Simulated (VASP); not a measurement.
Input of a VASP 6.6.1 run:

File POSCAR:

```
Re
1.0
    2.5410709268      0.0000000000      0.0000000000
    0.0000000000      2.5410709268      0.0000000000
    0.0000000000      0.0000000000      2.5410709268
Re
1
Direct
    0.0000000000      0.0000000000      0.0000000000
```

Contents of INCAR.step1:

```
SYSTEM = Re
PREC     = Accurate       ! precision mode
ENCUT    = 520            ! plane-wave cutoff, eV
ISMEAR   = -1             ! smearing method
SIGMA    = 0.05           ! smearing width, eV
LREAL    = .False.        ! projectors in reciprocal space
LASPH    = .True.         ! aspherical terms in the spheres
NELM     = 100            ! most SCF steps
NBANDS   = 10             ! bands
GGA      = PE             ! functional
ALGO     = Normal         ! electronic algorithm
EDIFF    = 1E-4           ! SCF threshold, eV
LWAVE    = .True.         ! write WAVECAR
LCHARG   = .False.        ! write CHGCAR
```

The input INCAR.step2:

```
SYSTEM = Re
PREC     = Accurate       ! precision mode
ENCUT    = 520            ! plane-wave cutoff, eV
EDIFF    = 1E-6           ! SCF threshold, eV
ISMEAR   = -1             ! smearing method
SIGMA    = 0.05           ! smearing width, eV
LREAL    = .False.        ! projectors in reciprocal space
LASPH    = .True.         ! aspherical terms in the spheres
NELM     = 100            ! most SCF steps
ALGO     = Normal         ! electronic algorithm
ISIF     = 2              ! what is computed and relaxed
LWAVE    = .False.        ! write WAVECAR
LCHARG   = .False.        ! write CHGCAR
METAGGA  = R2SCAN         ! meta-GGA
LMIXTAU  = .True.       
NBANDS   = 10             ! bands
ISTART   = 1
```

File KPOINTS:

```
regular mesh
0
Gamma
  7 7 7
  0 0 0
```

Potentials or basis: VASP PAW PBE potentials, release 64 (Re).

Launch:

```bash
$ cat potpaw_PBE.64/Re/POTCAR > POTCAR
$ cp INCAR.step1 INCAR
$ mpirun -np 1 vasp_std > vasp.out
$ cp INCAR.step2 INCAR
$ mpirun -np 1 vasp_std > vasp.out
```

(1) Predict the pressure.

Results:

(1) 9.1 GPa.

Caveat: the PAW data sets were made with another functional, which shifts forces and pressure a little.
